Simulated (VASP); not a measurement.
# Ir (I4/mmm) in VASP: further runs, part 2 of 2

VASP 6.6.1. The steps go on from the part before.

**3. Single point, r2SCAN (strain -0.0150 x Voigt [0, 1, 0, 0, 0, 0])**

POSCAR

```
Ir
1.0
    0.0000000000      1.8909045000      1.9197000000
    1.9197000000      0.0000000000      1.9197000000
    1.9197000000      1.8909045000      0.0000000000
Ir
1
Direct
    0.0000000000      0.0000000000      0.0000000000
```

INCAR.step1

```
SYSTEM = Ir
ALGO = Normal
EDIFF = 1E-4
ENCUT = 520
GGA = PE
ISMEAR = 0
LASPH = .True.
LCHARG = .False.
LREAL = .False.
LWAVE = .True.
NBANDS = 10
NELM = 100
PREC = Accurate
SIGMA = 0.15
```

INCAR.step2

```
SYSTEM = Ir
ALGO = Normal
EDIFF = 1E-7
ENCUT = 520
ISIF = 2
ISMEAR = 0
ISTART = 1
LASPH = .True.
LCHARG = .True.
LELF = .True.
LMIXTAU = .True.
LREAL = .False.
LVHAR = .True.
LWAVE = .False.
METAGGA = R2SCAN
NBANDS = 10
NELM = 100
PREC = Accurate
SIGMA = 0.15
```

KPOINTS

```
k-points
0
Gamma
  22 22 22
  0 0 0
```

Potentials or basis: VASP PAW PBE potentials, release 64 (Ir).

Started as:

```sh
$ cat potpaw_PBE.64/Ir/POTCAR > POTCAR
$ cp INCAR.step1 INCAR
$ mpirun -np 1 vasp_std > vasp.out
$ cp INCAR.step2 INCAR
$ mpirun -np 1 vasp_std > vasp.out
```

OUTCAR:

```text
SYSTEM = Ir
   EDIFF = 1E-7
   ENCUT = 520
   ISIF = 2
   ISMEAR = 0
   ISTART = 1
   LASPH = .True.
   LREAL = .False.
   METAGGA = R2SCAN
   NELM = 100
   PREC = Accurate

 ion  position               nearest neighbor table
   1  0.000  0.000  0.000-

  LATTYP: Found a body centered tetragonal cell.
 ALAT       =     2.7148657757
 C/A-ratio  =     1.3930003589

  Lattice vectors:

 A1 = (   0.0000000000,  -1.8909045000,   1.9197000000)
 A2 = (   0.0000000000,  -1.8909045000,  -1.9197000000)
 A3 = (   1.9197000000,   1.8909045000,   0.0000000000)

Analysis of symmetry for initial positions (statically):
=====================================================================
 Subroutine PRICEL returns:
 Original cell was already a primitive cell.

 Routine SETGRP: Setting up the symmetry group for a
 body centered tetragonal supercell.

 Subroutine GETGRP returns: Found 16 space group operations
 (whereof 16 operations were pure point group operations)
 out of a pool of 16 trial point group operations.

The static configuration has the point symmetry D_4h.

Analysis of symmetry for dynamics (positions and initial velocities):
=====================================================================
 Subroutine PRICEL returns:
 Original cell was already a primitive cell.

 Routine SETGRP: Setting up the symmetry group for a
 body centered tetragonal supercell.

 Subroutine GETGRP returns: Found 16 space group operations
 (whereof 16 operations were pure point group operations)
 out of a pool of 16 trial point group operations.

The dynamic configuration has the point symmetry D_4h.

 Subroutine INISYM returns: Found 16 space group operations
 (whereof 16 operations are pure point group operations),
 and found     1 'primitive' translations

----------------------------------------------------------------------------------------

                                     Primitive cell
[... 112 lines left out ...]
  Thomas-Fermi vector in A             =   2.536514
   LORBIT       =      0    0 simple, 1 ext, 2 COOP (PROOUT), +10 PAW based schemes
   METAGGA = R2SCAN    functional components
   LHFCALC =     F    Hartree Fock is set to
   AEXX    =    0.0000 exact exchange contribution
   IVDW    =     0    specifies the selected vdW correction
   LEPSILON=     F    determine dielectric tensor
   LRPA    =     F    only Hartree local field effects (RPA)
 non-spin polarized calculation
 Gauss-broadening in eV      SIGMA  =   0.15
  energy-cutoff  :      520.00
  volume of cell :       13.94
 maximum number of plane-waves:       388
   NGX =  9   NGY =  9   NGZ =  9

 number of electron       9.0000001 magnetization

 Free energy of the ion-electron system (eV)
  ---------------------------------------------------
  ext. energy  EPLUGINS =         0.00000000
  ---------------------------------------------------
  free energy    TOTEN  =       -52.35431872 eV

  energy without entropy =      -52.34263998  energy(sigma->0) =      -52.34847935

 E-fermi :  10.4158     XC(G=0): -15.4322

 val. band max:       10.4157563386   @ k =   0.1364   0.3182   0.0909
 cond. band min:      10.4165816416   @ k =   0.4545  -0.0455   0.4091
 fundamental gap:      0.0008253030
 Fermi energy:        10.4158274619

 k-point     1 :       0.0000    0.0000    0.0000
  band No.  band energies     occupation
      1      -1.2566      2.00000
      2       6.2794      2.00000
      3       6.2794      2.00000
      4       6.4871      2.00000
      5       8.9889      2.00000
      6       9.2608      2.00000
      7      25.5128      0.00000
      8      31.2980      0.00000
      9      31.2980      0.00000
     10      31.8123      0.00000
[... 287 lines left out ...]
 k-point    24 :      -0.4545    0.0455    0.0000
  band No.  band energies     occupation
      1       1.9446      2.00000
      2       6.0469      2.00000
      3       6.3507      2.00000
      4       9.1358      2.00000
      5      11.2341      0.00000
      6      11.9103      0.00000
      7      18.4472      0.00000
      8      25.3476      0.00000
      9      31.0452      0.00000
     10      31.7100      0.00000

 [... further k-points ...]

------------------------ aborting loop because EDIFF is reached ----------------------------------------

  FORCE on cell =-STRESS in cart. coord.  units (eV):
  Direction    XX          YY          ZZ          XY          YZ          ZX
  --------------------------------------------------------------------------------------
  -------------------------------------------------------------------------------------
  Total        0.7361987      1.2496118      0.7361987      0.0000000      0.0000000      0.0000000
  in kB       84.6329206    143.6545474     84.6329206      0.0000000      0.0000000      0.0000000
  external PRESSURE =     104.3067962 kB  Pullay stress =       0.0000000 kB

 VOLUME and BASIS-vectors are now :
 -----------------------------------------------------------------------------
  energy-cutoff  :      520.00
  volume of cell :       13.94
      direct lattice vectors                 reciprocal lattice vectors
     0.000000000  1.890904500  1.919700000    -0.260457363  0.264423719  0.260457363
     1.919700000  0.000000000  1.919700000     0.260457363 -0.264423719  0.260457363
     1.919700000  1.890904500  0.000000000     0.260457363  0.264423719 -0.260457363

 POSITION                                       TOTAL-FORCE (eV/Angst)
 -----------------------------------------------------------------------------------
      0.00000      0.00000      0.00000         0.000000      0.000000      0.000000
 -----------------------------------------------------------------------------------
    total drift:                                0.000000      0.000000     -0.000000

  FREE ENERGIE OF THE ION-ELECTRON SYSTEM (eV)
  ---------------------------------------------------
  free  energy   TOTEN  =       -52.3543187198 eV

  energy  without entropy=      -52.3426399803  energy(sigma->0) =      -52.34847935
```

OUTCAR.step1:

```text
SYSTEM = Ir
   EDIFF = 1E-4
   ENCUT = 520
   GGA = PE
   ISMEAR = 0
   LASPH = .True.
[... 530 lines left out ...]
 -----------------------------------------------------------------------------------
      0.00000      0.00000      0.00000         0.000000      0.000000      0.000000
 -----------------------------------------------------------------------------------
    total drift:                                0.000000      0.000000     -0.000000

  FREE ENERGIE OF THE ION-ELECTRON SYSTEM (eV)
  ---------------------------------------------------
  free  energy   TOTEN  =        -8.8216596240 eV

  energy  without entropy=       -8.8096728323  energy(sigma->0) =       -8.81566623
```

OSZICAR.step1:

```text
N       E                     dE             d eps       ncg     rms          rms(c)
DAV:   1     0.487384318794E+02    0.48738E+02   -0.43874E+03 16808   0.823E+02
DAV:   2    -0.846353029633E+01   -0.57202E+02   -0.54278E+02 17034   0.198E+02
DAV:   3    -0.936103385602E+01   -0.89750E+00   -0.89359E+00 19492   0.301E+01
DAV:   4    -0.936920967244E+01   -0.81758E-02   -0.81740E-02 18796   0.265E+00
DAV:   5    -0.936937155765E+01   -0.16189E-03   -0.16188E-03 19136   0.359E-01    0.159E+01
DAV:   6    -0.891740835032E+01    0.45196E+00   -0.75423E-01 18674   0.107E+01    0.664E+00
DAV:   7    -0.882790222958E+01    0.89506E-01   -0.26396E-01 19930   0.586E+00    0.147E+00
DAV:   8    -0.882498697651E+01    0.29153E-02   -0.21373E-03 18176   0.497E-01    0.105E+00
DAV:   9    -0.882165544694E+01    0.33315E-02   -0.22206E-03 18830   0.662E-01    0.196E-02
DAV:  10    -0.882165962403E+01   -0.41771E-05   -0.11678E-05  9294   0.352E-02
   1 F= -.88216596E+01 E0= -.88156662E+01  d E =-.119868E-01
```

Run time: 4.7 min. Hardware: 1 thread of Intel Xeon Platinum 8375C at 2.90GHz (Ice Lake), shared host; peak memory 0.24 GiB.

What came out:

* Free energy: -52.3543 eV
* Pressure: 10.4 GPa
* Band gap on the k mesh: zero (an odd number of electrons rules out a gap without spin polarisation)

Caveat: the cell differs from its parent crystal (strain -0.0150 x Voigt [0, 1, 0, 0, 0, 0]); the cell stands under pressure; the PAW data sets were made with another functional, which shifts forces and pressure a little; spin-orbit coupling is left out, which moves the levels of the heavy elements.

**4. Single point, r2SCAN (strain -0.0100 x Voigt [0, 1, 0, 0, 0, 0])**

POSCAR

```
Ir
1.0
    0.0000000000      1.9005030000      1.9197000000
    1.9197000000      0.0000000000      1.9197000000
    1.9197000000      1.9005030000      0.0000000000
Ir
1
Direct
    0.0000000000      0.0000000000      0.0000000000
```

INCAR.step1

```
  PREC = Accurate
  ENCUT = 520
  ISMEAR = 0
  SIGMA = 0.15
  LREAL = F
  LASPH = T
  NELM = 100
  NBANDS = 10
  GGA = PE
  ALGO = Normal
  EDIFF = 1E-4
  LWAVE = T
  LCHARG = F
```

INCAR.step2

```
  PREC = Accurate
  ENCUT = 520
  EDIFF = 1E-7
  ISMEAR = 0
  SIGMA = 0.15
  LREAL = F
  LASPH = T
  NELM = 100
  ALGO = Normal
  ISIF = 2
  LWAVE = F
  LCHARG = F
  METAGGA = R2SCAN
  LMIXTAU = T
  NBANDS = 10
  ISTART = 1
```

KPOINTS

```
Automatic mesh
0
Gamma
  22 22 22
```

Started as:

```sh
$ cat potpaw_PBE.64/Ir/POTCAR > POTCAR
$ cp INCAR.step1 INCAR
$ mpirun -np 1 vasp_std > vasp.out
$ cp INCAR.step2 INCAR
$ mpirun -np 1 vasp_std > vasp.out
```

Run time: 4.7 min. Hardware: 1 thread of Intel Xeon Platinum 8375C at 2.90GHz (Ice Lake), shared host; peak memory 0.24 GiB.

The run converged. Its results:

* Free energy: -52.3599 eV
* Pressure: 8.3 GPa
* Band gap on the k mesh: zero (an odd number of electrons rules out a gap without spin polarisation)

Stress tensor (GPa, compression positive):
```
 6.96  0.00  0.00
 0.00 10.83  0.00
 0.00  0.00  6.96
```

Levels at points of the mesh, in eV from the Fermi level:
| k point | band 2 | band 3 | band 4 | band 5 | band 6 | band 7 |
| --- | --- | --- | --- | --- | --- | --- |
| (0.00, 0.00, 0.00) | -4.08 | -4.08 | -3.94 | -1.37 | -1.19 | 15.11 |
| (0.50, 0.00, 0.00) | -4.27 | -4.12 | -0.70 | 0.94 | 1.02 | 7.80 |
| (0.50, 0.50, 0.00) | -7.71 | 0.89 | 1.55 | 1.69 | 1.73 | 11.15 |
| (0.50, 0.00, 0.50) | -7.73 | 0.88 | 1.63 | 1.63 | 1.96 | 11.43 |

Caveat: the cell differs from its parent crystal (strain -0.0100 x Voigt [0, 1, 0, 0, 0, 0]); the cell stands under pressure; the PAW data sets were made with another functional, which shifts forces and pressure a little; spin-orbit coupling is left out, which moves the levels of the heavy elements.

**5. Single point, r2SCAN (strain -0.0050 x Voigt [0, 1, 0, 0, 0, 0])**

POSCAR

```
Ir
1.0
    0.0000000000      1.9101015000      1.9197000000
    1.9197000000      0.0000000000      1.9197000000
    1.9197000000      1.9101015000      0.0000000000
Ir
1
Direct
    0.0000000000      0.0000000000      0.0000000000
```

INCAR.step1

```
PREC = Accurate ; ENCUT = 520
ISMEAR = 0 ; SIGMA = 0.15
LREAL = F ; LASPH = T
NELM = 80 ; NBANDS = 10
GGA = PE ; ALGO = Normal
EDIFF = 1E-4 ; LWAVE = T
LCHARG = F
```

INCAR.step2

```
PREC = Accurate ; ENCUT = 520
EDIFF = 1E-6 ; ISMEAR = 0
SIGMA = 0.15 ; LREAL = F
LASPH = T ; NELM = 80
ALGO = Normal ; ISIF = 2
LWAVE = F ; LCHARG = F
METAGGA = R2SCAN ; LMIXTAU = T
NBANDS = 10 ; ISTART = 1
```

KPOINTS is that of step 4.

Potentials or basis: VASP PAW PBE potentials, release 64 (Ir).

Started as:

```sh
$ cat potpaw_PBE.64/Ir/POTCAR > POTCAR
$ cp INCAR.step1 INCAR
$ mpirun -np 1 vasp_std > vasp.out
$ cp INCAR.step2 INCAR
$ mpirun -np 1 vasp_std > vasp.out
```

OUTCAR:

```text
PREC = Accurate
   ENCUT = 520
   EDIFF = 1E-6
   ISMEAR = 0
   LREAL = F
   LASPH = T
   NELM = 80
   ISIF = 2
   METAGGA = R2SCAN
   ISTART = 1

 ion  position               nearest neighbor table
   1  0.000  0.000  0.000-

  LATTYP: Found a body centered tetragonal cell.
 ALAT       =     2.7148657757
 C/A-ratio  =     1.4071424946

  Lattice vectors:

 A1 = (   0.0000000000,  -1.9101015000,   1.9197000000)
[... 489 lines left out ...]
      7      18.1632      0.00000
      8      25.1948      0.00000
      9      30.8311      0.00000
     10      31.3645      0.00000

 [... further k-points ...]

------------------------ aborting loop because EDIFF is reached ----------------------------------------

  FORCE on cell =-STRESS in cart. coord.  units (eV):
  Direction    XX          YY          ZZ          XY          YZ          ZX
  --------------------------------------------------------------------------------------
  -------------------------------------------------------------------------------------
  Total        0.4843132      0.6518073      0.4843132      0.0000000      0.0000000      0.0000000
  in kB       55.1167630     74.1782609     55.1167630      0.0000000      0.0000000      0.0000000
  external PRESSURE =      61.4705956 kB  Pullay stress =       0.0000000 kB

 VOLUME and BASIS-vectors are now :
 -----------------------------------------------------------------------------
  energy-cutoff  :      520.00
  volume of cell :       14.08
      direct lattice vectors                 reciprocal lattice vectors
     0.000000000  1.910101500  1.919700000    -0.260457363  0.261766194  0.260457363
     1.919700000  0.000000000  1.919700000     0.260457363 -0.261766194  0.260457363
     1.919700000  1.910101500  0.000000000     0.260457363  0.261766194 -0.260457363

 POSITION                                       TOTAL-FORCE (eV/Angst)
 -----------------------------------------------------------------------------------
      0.00000      0.00000      0.00000        -0.000000      0.000000      0.000000
 -----------------------------------------------------------------------------------
    total drift:                                0.000000     -0.000000     -0.000000

  FREE ENERGIE OF THE ION-ELECTRON SYSTEM (eV)
  ---------------------------------------------------
  free  energy   TOTEN  =       -52.3639370055 eV

  energy  without entropy=      -52.3519940508  energy(sigma->0) =      -52.35796553
```

OSZICAR.step1:

```text
N       E                     dE             d eps       ncg     rms          rms(c)
DAV:   1     0.476947761563E+02    0.47695E+02   -0.43493E+03 16864   0.819E+02
DAV:   2    -0.848552641815E+01   -0.56180E+02   -0.53348E+02 17126   0.196E+02
DAV:   3    -0.938068582231E+01   -0.89516E+00   -0.89198E+00 19242   0.301E+01
DAV:   4    -0.938900435609E+01   -0.83185E-02   -0.83168E-02 18778   0.271E+00
DAV:   5    -0.938917082498E+01   -0.16647E-03   -0.16647E-03 19082   0.368E-01    0.155E+01
DAV:   6    -0.893051103939E+01    0.45866E+00   -0.78199E-01 18678   0.109E+01    0.640E+00
DAV:   7    -0.884240407273E+01    0.88107E-01   -0.26478E-01 19806   0.584E+00    0.148E+00
DAV:   8    -0.883967417561E+01    0.27299E-02   -0.21234E-03 18134   0.487E-01    0.108E+00
DAV:   9    -0.883622112537E+01    0.34531E-02   -0.22634E-03 18838   0.667E-01    0.196E-02
DAV:  10    -0.883622506109E+01   -0.39357E-05   -0.11842E-05  9356   0.355E-02
   1 F= -.88362251E+01 E0= -.88301014E+01  d E =-.122474E-01
```

It took 4.5 min on 1 thread of Intel Xeon Platinum 8375C at 2.90GHz (Ice Lake), shared host; peak memory 0.23 GiB.

What came out:

| Item | Value |
| --- | --- |
| Free energy | -52.3639 eV |
| Pressure | 6.1 GPa |
| Band gap on the k mesh | zero (an odd number of electrons rules out a gap without spin polarisation) |

Stress tensor (GPa, compression positive):
```
5.51 0.00 0.00
0.00 7.42 0.00
0.00 0.00 5.51
```

Caveat: the cell differs from its parent crystal (strain -0.0050 x Voigt [0, 1, 0, 0, 0, 0]); the cell stands under pressure; the PAW data sets were made with another functional, which shifts forces and pressure a little; spin-orbit coupling is left out, which moves the levels of the heavy elements.

**6. Summary**

```tsv
cell	gap on the mesh (eV)	pressure (GPa)
a = 2.688, b = 2.715 Å, angles 59.7, 60.7, 59.7°, 1 atom	none	12.7
a = 2.695, b = 2.715 Å, angles 59.8, 60.5, 59.8°, 1 atom	none	10.4
a = 2.701, b = 2.715 Å, angles 59.8, 60.3, 59.8°, 1 atom	none	8.3
a = 2.708, b = 2.715 Å, angles 59.9, 60.2, 59.9°, 1 atom	none	6.1
```

Alike in all rows: task single point; level r2SCAN; potentials or basis VASP PAW PBE potentials, release 64 (Ir); no spin polarisation; k mesh 22 × 22 × 22; cutoff (eV) 520; smearing gaussian 0.15 eV.

Caveats: the cell stands under pressure; the PAW data sets were made with another functional, which shifts forces and pressure a little; spin-orbit coupling is left out, which moves the levels of the heavy elements.

Absolute energies hang on the potentials; compare differences alone.
